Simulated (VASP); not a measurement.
Rh, 2 atoms in the cell. The structure is hexagonal, space group P6_3/mmc (No. 194). Conventional cell: a = 2.731 Å, b = 2.731 Å, c = 4.428 Å, α = 90.00°, β = 90.00°, γ = 120.00°. Within 3.6 Å of Rh (site symmetry -6m2) lie 12 Rh at 2.72 to 2.73 Å. 

```yaml
Program: VASP 6.6.1
Task: single point
Functional: LDA
Potentials_or_basis: VASP PAW LDA potentials, release 64 (Rh_pv)
Cutoff: 520 eV
k_mesh: 13 × 13 × 7
Occupations: gaussian, width 0.05 eV
Spin: no spin polarisation
Dipole_correction: no
Further_INCAR_settings: ALGO = Normal; EDIFF = 1e-07; NBANDS = 22
```

Potentials or basis: VASP PAW LDA potentials, release 64 (Rh_pv).

Launch:

```sh
$ cat potpaw_LDA.64/Rh_pv/POTCAR > POTCAR
$ mpirun -np 1 vasp_std > vasp.out
```

Hardware: 1 thread of AMD EPYC 7R13 Processor (Zen 3), with other jobs on the host.

**Question.** Estimate the wall time of this run.

**Answer.** It took 58 s on 1 thread of AMD EPYC 7R13 Processor (Zen 3), on a shared host, peak memory 0.12 GiB. Counts: scf iterations 12, k points 84.
